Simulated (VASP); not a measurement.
Sc12C (a cell with a defect): single point with LDA

The system is Sc12C (a cell with a defect).

```
CELL_PARAMETERS angstrom
6.62000 0.00000 0.00000
-4.96500 8.59963 0.00000
0.00000 0.00000 5.27614
ATOMIC_POSITIONS crystal
Sc 0.00309 0.03707 0.03082
Sc 0.30121 0.27577 0.40061
Sc 0.10218 0.36819 0.92070
Sc 0.06620 0.53837 0.57284
Sc 0.92503 0.67385 0.09634
Sc 0.13450 0.94318 0.52590
Sc 0.43653 0.95880 0.06141
Sc 0.79108 0.19032 0.43678
Sc 0.58443 0.33263 0.95319
Sc 0.63395 0.55622 0.49438
Sc 0.43296 0.65076 0.98635
Sc 0.62147 0.82321 0.50344
C 0.73586 0.40312 0.32829
```

| Property | Result |
| --- | --- |
| Program | VASP 6.6.1 |
| Task | single point |
| Functional | LDA |
| Potentials or basis | VASP PAW LDA potentials, release 64 (Sc_sv, C) |
| Cutoff | 520 eV |
| k mesh | 3 × 2 × 3 |
| Occupations | fermi-dirac, width 0.1 eV |
| Spin | no spin polarisation |

```yaml
Pressure: -3.2 GPa
Largest_force: 1.988 eV/Å
Band_gap_on_the_k_mesh: zero (bands 68 and 69 overlap by 0.08 eV)
```

Forces in eV/Å, atoms in the order of the input:
```
Sc  -0.581 -0.491 -0.427
Sc   0.066 -0.176  0.302
Sc   0.196 -1.493  1.100
Sc  -0.417  0.854 -1.746
Sc   0.630  0.209 -0.973
Sc   1.018 -0.961  0.467
Sc  -0.076  0.313 -0.674
Sc  -0.953  0.240  0.015
Sc   0.422 -0.366 -0.223
Sc  -0.252 -0.109  1.194
Sc   0.754  0.804  0.991
Sc  -1.120  1.252 -0.315
C    0.313 -0.075  0.288
```

Stress tensor (GPa, compression positive):
```
-5.72  1.38  1.36
 1.38 -0.94  0.32
 1.36  0.32 -2.95
```

Levels at points of the mesh, in eV from the Fermi level:
```tsv
k point	band 64	band 65	band 66	band 67	band 68	band 69	band 70	band 71	band 72	band 73
(0.00, 0.00, 0.00)	-0.49	-0.30	-0.27	-0.19	-0.09	0.03	0.05	0.20	0.43	0.45
(0.00, 0.50, 0.00)	-0.44	-0.31	-0.26	-0.16	-0.10	0.03	0.16	0.21	0.30	0.47
```

Run time: 18 min on 1 thread of Intel Xeon 8259CL (shared host), peak memory 0.4 GiB.

Caveat: the k points lie up to 0.40 Å⁻¹ apart; the atoms stand as in a frame of molecular dynamics.
